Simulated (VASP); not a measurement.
A run of VASP 6.6.1:

INCAR

```
PREC     = Accurate       # precision mode
ENCUT    = 600            # plane-wave cutoff, eV
EDIFF    = 1E-7           # SCF threshold, eV
ISMEAR   = 0              # smearing method
SIGMA    = 0.1            # smearing width, eV
LREAL    = False          # projectors in reciprocal space
LASPH    = True           # aspherical terms in the spheres
NELM     = 60             # most SCF steps
ALGO     = Normal         # electronic algorithm
ISIF     = 3              # what is computed and relaxed
LWAVE    = False          # write WAVECAR
LCHARG   = False          # write CHGCAR
GGA      = PE             # functional
IBRION   = 2              # ionic algorithm
NSW      = 90             # ionic steps
EDIFFG   = -0.04          # ionic threshold
```

KPOINTS

```
regular mesh
0
Gamma
  4 4 4
```

File POSCAR:

```
Zr3PN3
1.0
    4.6889980300      0.0000000000      0.0000000000
    0.0000000000      4.6889980300      0.0000000000
    0.0000000000      0.0000000000      4.6889980300
Zr P N
3 1 3
Direct
    0.5000000000      0.5000000000      0.0000000000
    0.0000000000      0.5000000000      0.5000000000
    0.5000000000      0.0000000000      0.5000000000
    0.5000000000      0.5000000000      0.5000000000
    0.5000000000      0.0000000000      0.0000000000
    0.0000000000      0.5000000000      0.0000000000
    0.0000000000      0.0000000000      0.5000000000
```

Potentials or basis: VASP PAW PBE potentials, release 64 (Zr_sv, P, N).

Launch:

```console
$ cat potpaw_PBE.64/Zr_sv/POTCAR potpaw_PBE.64/P/POTCAR potpaw_PBE.64/N/POTCAR > POTCAR
$ mpirun -np 1 vasp_std > vasp.out
```

Hardware: 1 thread of AMD EPYC 9R45 96-Core Processor (Zen 5), on a shared host.

**Question.** Estimate the wall time of this run.

**Answer.** Run time: 76 s on 1 thread of AMD EPYC 9R45 96-Core Processor (Zen 5) (shared host), peak memory 0.24 GiB. Counts: scf iterations 44, k points 10, ion steps 3.
